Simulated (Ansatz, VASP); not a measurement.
# Nb2Si2O in VASP and in Ansatz

INCAR

```
SYSTEM = Nb2Si2O
  PREC = Accurate
  ENCUT = 520
  EDIFF = 1E-6
  ISMEAR = 0
  SIGMA = 0.1
  LREAL = .FALSE.
  LASPH = .TRUE.
  NELM = 150
  ALGO = Normal
  ISIF = 2
  LWAVE = .FALSE.
  LCHARG = .TRUE.
  ISPIN = 2
  MAGMOM = 0 0 0 0 0
  LORBIT = 11
  LMAXMIX = 4
  GGA = PE
  LELF = .TRUE.
  LVHAR = .TRUE.
  NBANDS = 32
```

File KPOINTS:

```
regular mesh
0
G
  6 6 4
  0 0 0
```

POSCAR

```
Nb2Si2O
1.0
    3.1391587878     -1.6927319702      0.0000000000
    3.1391587878      1.6927319702      0.0000000000
   -0.1159723314      0.0000000000      6.7321392537
Nb Si O
2 2 1
Direct
    0.6762651979      0.6762651979      0.8416409927
    0.3237348021      0.3237348021      0.1583590073
    0.6589965214      0.6589965214      0.4141724412
    0.3410034786      0.3410034786      0.5858275588
    0.0000000000      0.0000000000      0.0000000000
```

Input for Ansatz:

```yaml
crystal:
  lattice:
    - [3.1391587878, -1.6927319702, 0.0]
    - [3.1391587878, 1.6927319702, 0.0]
    - [-0.1159723314, 0.0, 6.7321392537]
  atoms:
    - { symbol: Nb, position: [0.6762651979, 0.6762651979, 0.8416409927] }
    - { symbol: Nb, position: [0.3237348021, 0.3237348021, 0.1583590073] }
    - { symbol: Si, position: [0.6589965214, 0.6589965214, 0.4141724412] }
    - { symbol: Si, position: [0.3410034786, 0.3410034786, 0.5858275588] }
    - { symbol: O, position: [0.0, 0.0, 0.0] }
basis:
  ecutwfc: 420
kpoints:
  mp_grid: { grid: [6, 6, 4] }
hamiltonian:
  xc: pbe
scf:
  occupations: { method: gaussian, width: 0.1 }
  lower_state_search: "off"
output:
  forces: true
  stress: true
  eigenvalues: true
  populations: true
magnetization:
  spin_polarized: true
```

Change from the starting cell: the structure that the rattled cell fell into.

Alike in both runs: task single point; functional PBE; k mesh 6 × 6 × 4; occupations gaussian, width 0.1 eV; collinear spin.

|  | VASP | Ansatz |
| --- | --- | --- |
| version | VASP 6.6.1 | Ansatz 0.2.0 |
| potentials or method | VASP PAW PBE potentials, release 64 (Nb_sv, Si, O), cutoff 520 eV | scalar-relativistic, plane waves, PAW |
| valence electrons in the cell | 40 | 40 |

Ansatz gave:

- gap on the k mesh at the Fermi level (eV): none
- pressure (GPa): -0.1
- traceless stress, the component that is largest in VASP (GPa): 0.23
- rms of the force components (eV/Å): 0.008
- net moment per atom (μB): 0.00

Question: Estimate VASP's values.

Answer: gap on the k mesh at the Fermi level (eV): none; pressure (GPa): -0.3; traceless stress, the component that is largest in VASP (GPa): 0.24; rms of the force components (eV/Å): 0.007; net moment per atom (μB): 0.00.

Atom by atom the forces differ by 0.003 eV/Å (rms over components). A gap of «none» marks a metal or a gap that the smearing closes. Ansatz's warnings: no starting moments.
